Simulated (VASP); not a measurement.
Wanted: the native input for a VASP 6.6.1 run.

| Item | Value |
| --- | --- |
| Task | single point |
| Functional | HSE06 |
| Potentials or basis | VASP PAW PBE potentials, release 64 (Mg, S) |
| Cutoff | 520 eV |
| k mesh | 6 × 6 × 6 |
| Occupations | gaussian, width 0.02 eV |
| Spin | no spin polarisation |
| Dipole correction | no |
| Grid for exact exchange (PRECFOCK) | Normal |
| Further INCAR settings | ALGO = Normal; EDIFF = 1e-07; NBANDS = 11 |
| Share of exact exchange | 0.25 |
| Screening parameter | 0.2079 1/Å |

MgS:

```
Mg S
1.0
     0.00000    2.61513    2.61513
     2.61513    0.00000    2.61513
     2.61513    2.61513    0.00000
Mg S
1 1
Direct
  0.00000 0.00000 0.00000
  0.50000 0.50000 0.50000
```

These files were run (other wordings do the same):

POSCAR

```
MgS
1.0
    0.0000000000      2.6151298944      2.6151298944
    2.6151298944      0.0000000000      2.6151298944
    2.6151298944      2.6151298944      0.0000000000
Mg S
1 1
Direct
    0.0000000000      0.0000000000      0.0000000000
    0.5000000000      0.5000000000      0.5000000000
```

INCAR.step1

```
PREC     = Accurate       # precision mode
ENCUT    = 520            # plane-wave cutoff, eV
EDIFF    = 1E-5           # SCF threshold, eV
ISMEAR   = 0              # smearing method
SIGMA    = 0.02           # smearing width, eV
LREAL    = False          # projectors in reciprocal space
LASPH    = True           # aspherical terms in the spheres
NELM     = 80             # most SCF steps
ALGO     = Normal         # electronic algorithm
ISIF     = 2              # what is computed and relaxed
LWAVE    = True           # write WAVECAR
LCHARG   = False          # write CHGCAR
NBANDS   = 11             # bands
GGA      = PE             # functional
```

INCAR.step2

```
PREC     = Accurate       # precision mode
ENCUT    = 520            # plane-wave cutoff, eV
EDIFF    = 1E-7           # SCF threshold, eV
ISMEAR   = 0              # smearing method
SIGMA    = 0.02           # smearing width, eV
LREAL    = False          # projectors in reciprocal space
LASPH    = True           # aspherical terms in the spheres
NELM     = 80             # most SCF steps
ALGO     = Normal         # electronic algorithm
ISIF     = 2              # what is computed and relaxed
LWAVE    = False          # write WAVECAR
LCHARG   = False          # write CHGCAR
GGA      = PE             # functional
LHFCALC  = True           # exact exchange
HFSCREEN = 0.2079         # screening, 1/A
PRECFOCK = Normal       
NBANDS   = 11             # bands
ISTART   = 1
```

KPOINTS

```
Automatic mesh
0
Gamma
  6 6 6
```

Potentials or basis: VASP PAW PBE potentials, release 64 (Mg, S).

Launch:

```bash
$ cat potpaw_PBE.64/Mg/POTCAR potpaw_PBE.64/S/POTCAR > POTCAR
$ cp INCAR.step1 INCAR
$ mpirun -np 1 vasp_std > vasp.out
$ cp INCAR.step2 INCAR
$ mpirun -np 1 vasp_std > vasp.out
```

It gave:

```json
{"Pressure": "-1.9 GPa", "Band gap on the k mesh": "3.71 eV (least direct gap 4.66 eV)"}
```

Caveat: the PAW data sets were made with another functional, which shifts forces and pressure a little.

It took 10 min on 1 thread of Intel(R) Xeon(R) Platinum 8488C (Sapphire Rapids), with other jobs on the host, peak memory 0.28 GiB.
